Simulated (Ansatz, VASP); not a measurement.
NbB3: VASP beside Ansatz

```
Nb B
1.0
     3.25501    0.00000    0.00000
     0.00000    3.25501    0.00000
     0.00000    0.00000    3.25501
Nb B
1 3
Direct
  0.00000 0.00000 0.00000
  0.00000 0.50000 0.50000
  0.50000 0.00000 0.50000
  0.50000 0.50000 0.00000
```

Alike in both runs: task relaxation of cell and atoms; functional PBE; k mesh 6 × 6 × 6; occupations gaussian, width 0.1 eV; no spin polarisation.

```csv
,VASP,Ansatz
version,VASP 6.6.1,Ansatz 0.2.0
potentials or method,"VASP PAW PBE potentials, release 64 (Nb_sv, B), cutoff 600 eV","scalar-relativistic, plane waves, PAW"
valence electrons in the cell,22,22
```

|  | VASP | Ansatz | Ansatz less VASP |
| --- | --- | --- | --- |
| gap on the k mesh at the Fermi level, each at its own relaxed structure (eV) | none | none | - |
| relaxed volume (Å³/atom) | 9.10 | 9.10 | -0.001 |
| relaxed cell length with the largest relative difference (Å) | 3.314 | 3.314 | -0.0001 |

A gap of «none» marks a metal or a gap that the smearing closes.
